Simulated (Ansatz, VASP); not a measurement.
## AgB2 in VASP and in Ansatz

```
CELL_PARAMETERS angstrom
2.98997 0.00000 0.00000
-1.49498 2.58939 0.00000
0.00000 0.00000 3.22916
ATOMIC_POSITIONS crystal
Ag 0.00000 0.00000 0.00000
B 0.33333 0.66667 0.50000
B 0.66667 0.33333 0.50000
```

Change from the starting cell: volume scaled by 0.99, crystal datasets.

Alike in both runs: task electric field gradients; functional PBEsol; k mesh 16 × 16 × 13; occupations fermi-dirac, width 0.05 eV; no spin polarisation.

```csv
,VASP,Ansatz
version,VASP 6.6.1,Ansatz 0.2.0
potentials or method,"VASP PAW PBE potentials, release 64 (Ag, B), cutoff 520 eV","all-electron PAW with datasets made for the crystal, scalar-relativistic"
```

|  | VASP | Ansatz | Ansatz less VASP |
| --- | --- | --- | --- |
| pressure (GPa) | 50.7 | 50.5 | -0.11 |
| traceless stress, the component that is largest in VASP (GPa) | 20.81 | 20.97 | +0.164 |
| size of Vzz on the site where it differs most (V/Å²) | 29.9 | 26.8 | -3.18 |

VASP's potentials were made for PBE, not for PBEsol. Both programs put the cell under a high pressure, so it lies far from rest at this level. Ansatz ran all-electron here, and VASP with PAW potentials.
